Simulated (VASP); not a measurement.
V, 2 atoms in the cell. The structure is hexagonal, space group P6_3/mmc (No. 194). The conventional cell has a = 2.569 Å, b = 2.569 Å, c = 4.659 Å, α = 90.00°, β = 90.00°, γ = 120.00°. Within 3.4 Å of V (site symmetry -6m2) lie 12 V at 2.57 to 2.76 Å. This isn't the form of V at room conditions, which is bcc.

- Program: VASP 6.6.1
- Task: single point
- Functional: PBE
- Potentials or basis: VASP PAW PBE potentials, release 64 (V_sv)
- Cutoff: 520 eV
- k mesh: 12 × 12 × 6
- Occupations: fermi-dirac, width 0.05 eV
- Spin: collinear spin, ferromagnetic start
- Starting moments: [2.0, 2.0] μB
- Dipole correction: no
- Further INCAR settings: ALGO = Normal; EDIFF = 1e-06; NBANDS = 24

Potentials or basis: VASP PAW PBE potentials, release 64 (V_sv).

Launch:

```bash
$ cat potpaw_PBE.64/V_sv/POTCAR > POTCAR
$ mpirun -np 1 vasp_std > vasp.out
```

Hardware: 1 thread of Intel Xeon 8259CL, with other jobs on the host.

Task: How long does it take, and how much memory?

Result: Run time: 2 min on 1 thread of Intel Xeon 8259CL (shared host), peak memory 0.19 GiB. Counts: scf iterations 14, k points 76.
